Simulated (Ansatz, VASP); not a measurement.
One calculation of Ge3Pd, two programs

```
Pd Ge
1.0
     4.22326    0.00000    0.00000
     0.00000    4.22326    0.00000
     0.00000    0.00000    4.22326
Pd Ge
1 3
Cartesian
  0.0000 0.0000 0.0000
  2.1116 2.1116 0.0000
  2.1116 0.0000 2.1116
  0.0000 2.1116 2.1116
```

Change from the starting cell: volume scaled by 1.06.

Alike in both runs: task single point; functional LDA; k mesh 7 × 7 × 7; occupations fermi-dirac, width 0.05 eV; no spin polarisation.

|  | VASP | Ansatz |
| --- | --- | --- |
| version | VASP 6.6.1 | Ansatz 0.2.0 |
| potentials or method | VASP PAW LDA potentials, release 64 (Pd, Ge_d), cutoff 520 eV | all-electron LAPW, scalar-relativistic |

Ansatz gave:

| Item | Value |
| --- | --- |
| gap on the k mesh at the Fermi level (eV) | none |
| pressure (GPa) | -10.6 |

Problem. Estimate VASP's values.

Solution. gap on the k mesh at the Fermi level (eV): none; pressure (GPa): -10.5.

LDA's correlation is that of Perdew and Zunger in VASP and of Perdew and Wang (1992) in Ansatz. A gap of «none» marks a metal or a gap that the smearing closes. Ansatz ran all-electron here, and VASP with PAW potentials.
